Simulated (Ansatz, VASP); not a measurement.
**Two plane-wave programs on CuO**

```
Cu O
1.0
     1.99097   -2.15355    0.00000
     1.99097    2.15355    0.00000
     0.00000    0.00000    5.15593
Cu O
2 2
Direct
  0.50000 0.00000 0.00000
  0.00000 0.50000 0.50000
  0.50000 0.50000 0.25000
  0.50000 0.50000 0.75000
```

Alike in both runs: task single point; functional PBE; k mesh 3 × 3 × 2; occupations fermi-dirac, width 0.05 eV; no spin polarisation.

```csv
,VASP,Ansatz
version,VASP 6.6.1,Ansatz 0.2.0
potentials or method,"VASP PAW PBE potentials, release 64 (Cu_sv_GW, O_h)",Ansatz PAW
plane-wave cutoff (eV),1340,420
valence electrons in the cell,50,50
```

|  | VASP | Ansatz | Ansatz less VASP |
| --- | --- | --- | --- |
| gap on the k mesh at the Fermi level (eV) | none | none | - |
| pressure (GPa) | 0.3 | 0.4 | +0.13 |
| traceless stress, the component that is largest in VASP (GPa) | 1.52 | 1.55 | +0.035 |

A gap of «none» marks a metal or a gap that the smearing closes. The functional is the same, so the differences come from potentials, cutoffs and numerics.

The k mesh is coarse, so the values compare programs but aren't converged.
